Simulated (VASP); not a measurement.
The system is Ni.

```xyz
1
Lattice="0.0000 1.7699 1.7699 1.7699 0.0000 1.7699 1.7699 1.7699 0.0000" Properties=species:S:1:pos:R:3 pbc="T T T"
Ni    0.0000    0.0000    0.0000
```

Base run:

```yaml
Program: VASP 6.6.1
Functional: PBE
Potentials_or_basis: VASP PAW PBE potentials, release 64 (Ni_sv_GW)
Cutoff: 590 eV
k_mesh: 12 × 12 × 12
Occupations: fermi-dirac, width 0.05 eV
Spin: collinear spin, ferromagnetic start
Starting_moments: "[0.77] μB"
Fixed_moment: 0.77 μB
Hubbard_terms: Ni d U = 6.2 eV
```

Its results: pressure -4.2 GPa; site moments Ni +0.91 μB.

Problem. The run is repeated on the same cell with these changes: fixed moment from 0.77 μB to 0.51 μB; moments at the start from [0.77] to [0.51]. What comes out?

Solution. Pressure -7.3 GPa; site moments Ni +0.65 μB.

Caveats: the total moment is fixed, so each spin has its own Fermi level; the U is typed as a test and isn't derived for this compound.
